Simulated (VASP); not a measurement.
# Li2YZnC6N6 (Fm-3m) in VASP: notebook

The runs below take Li2YZnC6N6 through single point, relaxation of cell and atoms, with PBE.

Everything below comes from runs of VASP 6.6.1. Logs are shortened: lines on timing, memory, paths and dates and some standing lists are left out, and cuts for length are marked.

### Step 1. The cell of the first run

The structure is cubic, space group Fm-3m (No. 225). The conventional cell has a = 11.505 Å, b = 11.505 Å, c = 11.505 Å, α = 90.00°, β = 90.00°, γ = 90.00°. Li (site symmetry -43m) has 12 N at 4.10 Å and 12 C at 4.12 Å and 4 Y at 4.98 Å and 4 Zn at 4.98 Å within 5.4 Å. Y (site symmetry m-3m) has 6 N at 2.36 Å within 3.1 Å. Zn (site symmetry m-3m) has 6 C at 2.22 Å within 2.9 Å. Within 1.6 Å of C (site symmetry 4mm) lie 1 N at 1.17 Å. Within 1.6 Å of N (site symmetry 4mm) lie 1 C at 1.17 Å.

### Step 2. Single point, PBE

Input file INCAR:

```
ALGO = Normal
EDIFF = 1E-6
ENCUT = 520
GGA = PE
ISIF = 2
ISMEAR = 0
LASPH = True
LCHARG = False
LREAL = Auto
LWAVE = False
NBANDS = 56
NELM = 60
PREC = Accurate
SIGMA = 0.1
```

Input file KPOINTS:

```
k-points
0
Gamma
  6 6 6
```

Input file POSCAR:

```
Li2YZnC6N6
1.0
    0.0000000000      5.7522921300      5.7522921300
    5.7522921300      0.0000000000      5.7522921300
    5.7522921300      5.7522921300      0.0000000000
Li Y Zn C N
2 1 1 6 6
Direct
    0.2500000000      0.2500000000      0.2500000000
    0.7500000000      0.7500000000      0.7500000000
    0.5000000000      0.5000000000      0.5000000000
    0.0000000000      0.0000000000      0.0000000000
    0.8068542528      0.1931457472      0.1931457472
    0.1931457472      0.8068542528      0.1931457472
    0.1931457472      0.1931457472      0.8068542528
    0.1931457472      0.8068542528      0.8068542528
    0.8068542528      0.1931457472      0.8068542528
    0.8068542528      0.8068542528      0.1931457472
    0.7047585508      0.2952414492      0.2952414492
    0.2952414492      0.7047585508      0.2952414492
    0.2952414492      0.2952414492      0.7047585508
    0.2952414492      0.7047585508      0.7047585508
    0.7047585508      0.2952414492      0.7047585508
    0.7047585508      0.7047585508      0.2952414492
```

Potentials or basis: VASP PAW PBE potentials, release 64 (Li_sv, Y_sv, Zn, C, N).

The run is started by

```console
cat potpaw_PBE.64/Li_sv/POTCAR potpaw_PBE.64/Y_sv/POTCAR potpaw_PBE.64/Zn/POTCAR potpaw_PBE.64/C/POTCAR potpaw_PBE.64/N/POTCAR > POTCAR
mpirun -np 1 vasp_std > vasp.out
```

OUTCAR:

```text
EDIFF = 1E-6
   ENCUT = 520
   GGA = PE
   ISIF = 2
   ISMEAR = 0
   LASPH = True
   LREAL = Auto
   NELM = 60
   PREC = Accurate

 ion  position               nearest neighbor table
   1  0.250  0.250  0.250-
   2  0.750  0.750  0.750-
   3  0.500  0.500  0.500-  11 2.36  12 2.36  13 2.36  14 2.36  15 2.36  16 2.36
   4  0.000  0.000  0.000-   5 2.22   6 2.22   7 2.22   8 2.22   9 2.22  10 2.22
   5  0.807  0.193  0.193-  11 1.17   4 2.22
   6  0.193  0.807  0.193-  12 1.17   4 2.22
   7  0.193  0.193  0.807-  13 1.17   4 2.22
   8  0.193  0.807  0.807-  14 1.17   4 2.22
   9  0.807  0.193  0.807-  15 1.17   4 2.22
  10  0.807  0.807  0.193-  16 1.17   4 2.22
  11  0.705  0.295  0.295-   5 1.17   3 2.36
  12  0.295  0.705  0.295-   6 1.17   3 2.36
  13  0.295  0.295  0.705-   7 1.17   3 2.36
  14  0.295  0.705  0.705-   8 1.17   3 2.36
  15  0.705  0.295  0.705-   9 1.17   3 2.36
  16  0.705  0.705  0.295-  10 1.17   3 2.36

  LATTYP: Found a face centered cubic cell.
 ALAT       =    11.5045842600

  Lattice vectors:

 A1 = (   0.0000000000,   5.7522921300,   5.7522921300)
 A2 = (   5.7522921300,   0.0000000000,   5.7522921300)
 A3 = (   5.7522921300,   5.7522921300,   0.0000000000)

Analysis of symmetry for initial positions (statically):
=====================================================================
 Subroutine PRICEL returns:
 Original cell was already a primitive cell.

 Routine SETGRP: Setting up the symmetry group for a
 face centered cubic supercell.

 Subroutine GETGRP returns: Found 48 space group operations
 (whereof 48 operations were pure point group operations)
 out of a pool of 48 trial point group operations.

The static configuration has the point symmetry O_h .

Analysis of symmetry for dynamics (positions and initial velocities):
=====================================================================
 Subroutine PRICEL returns:
 Original cell was already a primitive cell.

 Routine SETGRP: Setting up the symmetry group for a
 face centered cubic supercell.

 Subroutine GETGRP returns: Found 48 space group operations
 (whereof 48 operations were pure point group operations)
 out of a pool of 48 trial point group operations.

The dynamic configuration has the point symmetry O_h .

 Subroutine INISYM returns: Found 48 space group operations
[... 119 lines left out ...]
   NSW    =      0    number of steps for IOM
   IBRION =     -1    ionic relax: 0-MD 1-quasi-New 2-CG
   NFREE  =      0    steps in history (QN), initial steepest desc. (CG)
   ISIF   =      2    stress and relaxation
   ISYM   =      2    0-nonsym 1-usesym 2-fastsym
   POTIM  = 0.5000    time-step for ionic-motion
   TEBEG  =    0.0;   TEEND  =   0.0 temperature during run
   PSTRESS=    0.0 pullay stress
   NELECT =      83.0000    total number of electrons
   NUPDOWN=      -1.0000    fix difference up-down
   EMIN   =  10.00;   EMAX   =-10.00  energy-range for DOS
   EFERMI =   0.00;   METHOD = LEGACY
   ISMEAR =     0;   SIGMA  =   0.10  broadening in eV -4-tet -1-fermi 0-gaus
   EFERMI_NEDOS =   21; number of points for ismear=-14 and -15
   IALGO  =     38    algorithm
   IMIX   =      4    mixing-type and parameters
     AMIX     =   0.40;   BMIX     =  1.00
     AMIX_MAG =   1.60;   BMIX_MAG =  1.00
  volume/ion in A,a.u.               =      23.79       160.56
  Fermi-wavevector in a.u.,A,eV,Ry     =   0.985334  1.862010 13.209654  0.970882
  Thomas-Fermi vector in A             =   2.116633
   LORBIT       =      0    0 simple, 1 ext, 2 COOP (PROOUT), +10 PAW based schemes
   GGA     = PE    functional components
   LHFCALC =     F    Hartree Fock is set to
   AEXX    =    0.0000 exact exchange contribution
   IVDW    =     0    specifies the selected vdW correction
   LEPSILON=     F    determine dielectric tensor
   LRPA    =     F    only Hartree local field effects (RPA)
 non-spin polarized calculation
 Gauss-broadening in eV      SIGMA  =   0.10
  energy-cutoff  :      520.00
  volume of cell :      380.67
 maximum number of plane-waves:     10293
 NGX is ok and might be reduce to    64
   NGX = 31   NGY = 31   NGZ = 31

 number of electron      83.0000002 magnetization

 Free energy of the ion-electron system (eV)
  ---------------------------------------------------
  ext. energy  EPLUGINS =         0.00000000
  ---------------------------------------------------
  free energy    TOTEN  =      -113.98008016 eV

  energy without entropy =     -113.94656806  energy(sigma->0) =     -113.96332411

 E-fermi :   1.2315     XC(G=0):  -6.5784

 val. band max:        1.2307135180   @ k =  -0.3333   0.1667   0.0000
 cond. band min:       1.2549189516   @ k =   0.5000   0.3333   0.1667
 fundamental gap:      0.0242054337
 Fermi energy:         1.2314653682

 k-point     1 :       0.0000    0.0000    0.0000
  band No.  band energies     occupation
      1     -49.4341      2.00000
      2     -49.4341      2.00000
      3     -43.0213      2.00000
      4     -23.1061      2.00000
      5     -23.1061      2.00000
      6     -23.1061      2.00000
[... 885 lines left out ...]
     52       3.3962      0.00000
     53       3.5137      0.00000
 [bands above 53 left out]

------------------------ aborting loop because EDIFF is reached ----------------------------------------

  FORCE on cell =-STRESS in cart. coord.  units (eV):
  Direction    XX          YY          ZZ          XY          YZ          ZX
  --------------------------------------------------------------------------------------
  -------------------------------------------------------------------------------------
  Total        0.7026724      0.7026724      0.7026724      0.0000000      0.0000000      0.0000000
  in kB        2.9574041      2.9574041      2.9574041      0.0000000      0.0000000      0.0000000
  external PRESSURE =       2.9574041 kB  Pullay stress =       0.0000000 kB

 VOLUME and BASIS-vectors are now :
 -----------------------------------------------------------------------------
  energy-cutoff  :      520.00
  volume of cell :      380.67
      direct lattice vectors                 reciprocal lattice vectors
     0.000000000  5.752292130  5.752292130    -0.086921872  0.086921872  0.086921872
     5.752292130  0.000000000  5.752292130     0.086921872 -0.086921872  0.086921872
     5.752292130  5.752292130  0.000000000     0.086921872  0.086921872 -0.086921872

 POSITION                                       TOTAL-FORCE (eV/Angst)
 -----------------------------------------------------------------------------------
      2.87615      2.87615      2.87615         0.000000     -0.000000     -0.000000
      8.62844      8.62844      8.62844         0.000000     -0.000000     -0.000000
      5.75229      5.75229      5.75229         0.000000     -0.000000     -0.000000
      0.00000      0.00000      0.00000         0.000000     -0.000000     -0.000000
      2.22206      5.75229      5.75229        -0.369413     -0.000000     -0.000000
      5.75229      2.22206      5.75229         0.000000     -0.369413     -0.000000
[... 8 lines left out ...]
      5.75229      8.10795      5.75229         0.000000     -0.392574     -0.000000
      5.75229      5.75229      8.10795         0.000000     -0.000000     -0.392574
 -----------------------------------------------------------------------------------
    total drift:                                0.000000      0.000000      0.000000

  FREE ENERGIE OF THE ION-ELECTRON SYSTEM (eV)
  ---------------------------------------------------
  free  energy   TOTEN  =      -113.9800801571 eV

  energy  without entropy=     -113.9465680641  energy(sigma->0) =     -113.96332411
```

OSZICAR:

```text
N       E                     dE             d eps       ncg     rms          rms(c)
DAV:   1     0.645658567683E+03    0.64566E+03   -0.35888E+04  1792   0.134E+03
DAV:   2    -0.268392128721E+02   -0.67250E+03   -0.63514E+03  2168   0.331E+02
DAV:   3    -0.124862673489E+03   -0.98023E+02   -0.97191E+02  2352   0.127E+02
DAV:   4    -0.130227568452E+03   -0.53649E+01   -0.52928E+01  2584   0.304E+01
DAV:   5    -0.130997235453E+03   -0.76967E+00   -0.76842E+00  2880   0.653E+00    0.359E+01
DAV:   6    -0.115854300701E+03    0.15143E+02   -0.41361E+01  2440   0.382E+01    0.294E+01
DAV:   7    -0.114065379860E+03    0.17889E+01   -0.85723E+00  2608   0.139E+01    0.190E+01
DAV:   8    -0.114048493326E+03    0.16887E-01   -0.30323E+00  2400   0.541E+00    0.437E+00
DAV:   9    -0.113987366244E+03    0.61127E-01   -0.60961E-01  2584   0.341E+00    0.213E+00
DAV:  10    -0.113978723914E+03    0.86423E-02   -0.91817E-02  2648   0.189E+00    0.541E-01
DAV:  11    -0.113979875890E+03   -0.11520E-02   -0.79966E-03  2536   0.540E-01    0.210E-01
DAV:  12    -0.113980047637E+03   -0.17175E-03   -0.12772E-03  2568   0.293E-01    0.434E-02
DAV:  13    -0.113980058844E+03   -0.11207E-04   -0.12362E-04  2760   0.105E-01    0.228E-02
DAV:  14    -0.113980079060E+03   -0.20216E-04   -0.53508E-05  2872   0.341E-02    0.123E-02
DAV:  15    -0.113980080068E+03   -0.10081E-05   -0.93788E-06  2360   0.134E-02    0.400E-03
DAV:  16    -0.113980080157E+03   -0.88796E-07   -0.19530E-06  1456   0.880E-03
   1 F= -.11398008E+03 E0= -.11396332E+03  d E =-.335121E-01
```

It took 8 min on 1 thread of Intel Xeon 6975P-C (Granite Rapids), shared host; peak memory 0.71 GiB.

What came out:

```yaml
Free_energy: -113.9801 eV
Largest_force: 0.393 eV/Å
Band_gap_on_the_k_mesh: zero (an odd number of electrons rules out a gap without spin polarisation)
```

Forces on the atoms (eV/Å):
```
Li   0.000  0.000  0.000
Li   0.000  0.000  0.000
Y    0.000  0.000  0.000
Zn   0.000  0.000  0.000
C   -0.369  0.000  0.000
C    0.000 -0.369  0.000
C    0.000  0.000 -0.369
C    0.369  0.000  0.000
C    0.000  0.369  0.000
C    0.000  0.000  0.369
N    0.393  0.000  0.000
N    0.000  0.393  0.000
N    0.000  0.000  0.393
N   -0.393  0.000  0.000
N    0.000 -0.393  0.000
N    0.000  0.000 -0.393
```

Levels at points of the mesh, in eV from the Fermi level:
```tsv
k point	band 39	band 40	band 41	band 42	band 43	band 44	band 45	band 46
(0.00, 0.00, 0.00)	-5.40	-3.46	-3.46	-0.54	-0.01	-0.01	-0.01	0.45
(0.50, 0.00, 0.00)	-5.26	-3.32	-3.32	0.13	0.17	0.42	0.52	0.52
(0.50, 0.50, 0.00)	-5.07	-3.49	-3.45	-0.01	0.20	0.54	0.81	0.81
```

Caveat: the cutoff is under 1.25 times the usual one of these potentials, so pressure, stress and relaxed cells hold a basis-set (Pulay) error; an odd number of electrons without spin polarisation forces a metal; a magnetic or distorted state may lie lower.

### Step 3. Single point, PBE

Input file INCAR:

```
SYSTEM = Li2YZnC6N6
PREC = Accurate
ENCUT = 520
EDIFF = 1E-6
ISMEAR = 0
SIGMA = 0.1
LREAL = Auto
LASPH = .True.
NELM = 100
ALGO = Normal
ISIF = 2
LWAVE = .False.
LCHARG = .False.
GGA = PE
NBANDS = 56
```

Input file KPOINTS:

```
Automatic mesh
0
Gamma
  6 6 6
  0 0 0
```

POSCAR is that of step 2.

Potentials or basis: VASP PAW PBE potentials, release 64 (Li_sv, Y_sv, Zn, C, N).

The run is started by

```console
cat potpaw_PBE.64/Li_sv/POTCAR potpaw_PBE.64/Y_sv/POTCAR potpaw_PBE.64/Zn/POTCAR potpaw_PBE.64/C/POTCAR potpaw_PBE.64/N/POTCAR > POTCAR
mpirun -np 1 vasp_std > vasp.out
```

It took 7.4 min on 1 thread of Intel Xeon 6975P-C (Granite Rapids), shared host; peak memory 0.71 GiB.

It converged, with:

```yaml
Free_energy: -113.9801 eV
Largest_force: 0.393 eV/Å
Band_gap_on_the_k_mesh: zero (an odd number of electrons rules out a gap without spin polarisation)
```

Forces on the atoms (eV/Å):
```
Li   0.000  0.000  0.000
Li   0.000  0.000  0.000
Y    0.000  0.000  0.000
Zn   0.000  0.000  0.000
C   -0.369  0.000  0.000
C    0.000 -0.369  0.000
C    0.000  0.000 -0.369
C    0.369  0.000  0.000
C    0.000  0.369  0.000
C    0.000  0.000  0.369
N    0.393  0.000  0.000
N    0.000  0.393  0.000
N    0.000  0.000  0.393
N   -0.393  0.000  0.000
N    0.000 -0.393  0.000
N    0.000  0.000 -0.393
```

Levels at points of the mesh, in eV from the Fermi level:
```
           k point  band 39  band 40  band 41  band 42  band 43  band 44  band 45  band 46
(0.00, 0.00, 0.00)    -5.40    -3.46    -3.46    -0.54    -0.01    -0.01    -0.01     0.45
(0.50, 0.00, 0.00)    -5.26    -3.32    -3.32     0.13     0.17     0.42     0.52     0.52
(0.50, 0.50, 0.00)    -5.07    -3.49    -3.45    -0.01     0.20     0.54     0.81     0.81
```

Caveat: the cutoff is under 1.25 times the usual one of these potentials, so pressure, stress and relaxed cells hold a basis-set (Pulay) error; an odd number of electrons without spin polarisation forces a metal; a magnetic or distorted state may lie lower.

[end of part 1 of 2]

The gap in the log of VASP goes by the Fermi energy; the results here count the filled bands.